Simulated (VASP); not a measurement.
A run of VASP 6.6.1 is set up as follows.

The input POSCAR:

```
BaTe
1.0
    5.8518878150      0.0000000000      0.0000000000
   -2.9259439075      5.0678835079      0.0000000000
    0.0000000000      0.0000000000      6.8592259630
Ba Te
2 2
Direct
    0.3333333333      0.6666666667      0.2500000000
    0.6666666667      0.3333333333      0.7500000000
    0.6666666667      0.3333333333      0.2500000000
    0.3333333333      0.6666666667      0.7500000000
```

Contents of INCAR.step1:

```
PREC = Accurate
ENCUT = 520
ISMEAR = 0
SIGMA = 0.01
LREAL = False
LASPH = True
NELM = 60
NBANDS = 24
GGA = PE
ALGO = Normal
EDIFF = 1E-4
LWAVE = True
LCHARG = False
```

File INCAR.step2:

```
PREC = Accurate
ENCUT = 520
EDIFF = 1E-7
ISMEAR = 0
SIGMA = 0.01
LREAL = False
LASPH = True
NELM = 60
ALGO = Normal
ISIF = 2
LWAVE = False
LCHARG = True
METAGGA = R2SCAN
LMIXTAU = True
LELF = True
LVHAR = True
NBANDS = 24
ISTART = 1
```

Contents of KPOINTS:

```
regular mesh
0
Gamma
  6 6 4
```

Potentials or basis: VASP PAW PBE potentials, release 64 (Ba_sv, Te).

Run with:

```sh
$ cat potpaw_PBE.64/Ba_sv/POTCAR potpaw_PBE.64/Te/POTCAR > POTCAR
$ cp INCAR.step1 INCAR
$ mpirun -np 1 vasp_std > vasp.out
$ cp INCAR.step2 INCAR
$ mpirun -np 1 vasp_std > vasp.out
```

**Question.** What does it give for the band gap on the k mesh?

**Answer.** 2.12 eV (least direct gap 2.43 eV).

**Question.** Estimate the pressure.

**Answer.** 1.9 GPa.

Stress tensor (GPa, compression positive):
```
1.74 0.00 0.00
0.00 1.74 0.00
0.00 0.00 2.28
```

Caveat: the PAW data sets were made with another functional, which shifts forces and pressure a little; spin-orbit coupling is left out, which moves the levels of the heavy elements. A k mesh can miss the band edges.
